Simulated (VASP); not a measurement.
LiMnC3N3, 16 atoms in the cell. The structure is cubic, space group Fm-3m (No. 225). Conventional cell: a = 10.276 Å, b = 10.276 Å, c = 10.276 Å, α = 90.00°, β = 90.00°, γ = 90.00°. Within 4.8 Å of Li (site symmetry -43m) lie 12 N at 3.67 Å and 12 C at 3.69 Å and 8 Mn at 4.45 Å. Mn (site symmetry m-3m) has 6 C at 1.94 Å within 2.6 Å. Mn (site symmetry m-3m) has 6 N at 2.03 Å within 2.7 Å. C (site symmetry 4mm) has 1 N at 1.17 Å within 1.6 Å. Within 1.6 Å of N (site symmetry 4mm) lie 1 C at 1.17 Å. 

* Program: VASP 6.6.1
* Task: single point
* Functional: PBE
* Potentials or basis: VASP PAW PBE potentials, release 64 (Li_sv, Mn_pv, C, N)
* Cutoff: 520 eV
* k mesh: 4 × 4 × 4
* Occupations: gaussian, width 0.1 eV
* Spin: collinear spin, ferromagnetic start
* Starting moments: [0.0, 0.0, 4.0, 4.0, 0.0, 0.0, 0.0, 0.0, 0.0, 0.0, 0.0, 0.0, 0.0, 0.0, 0.0, 0.0] μB
* Dipole correction: no
* Further INCAR settings: LREAL = Auto; ALGO = Normal; EDIFF = 1e-06; NBANDS = 61

Potentials or basis: VASP PAW PBE potentials, release 64 (Li_sv, Mn_pv, C, N).

The run is started by

```bash
$ cat potpaw_PBE.64/Li_sv/POTCAR potpaw_PBE.64/Mn_pv/POTCAR potpaw_PBE.64/C/POTCAR potpaw_PBE.64/N/POTCAR > POTCAR
$ mpirun -np 1 vasp_std > vasp.out
```

Hardware: 1 thread of Intel Xeon 8259CL, on a shared host.

Question: Estimate the wall time of this run.

Answer: It took 21 min on 1 thread of Intel Xeon 8259CL, with other jobs on the host, peak memory 0.61 GiB. Counts: scf iterations 21, k points 8.
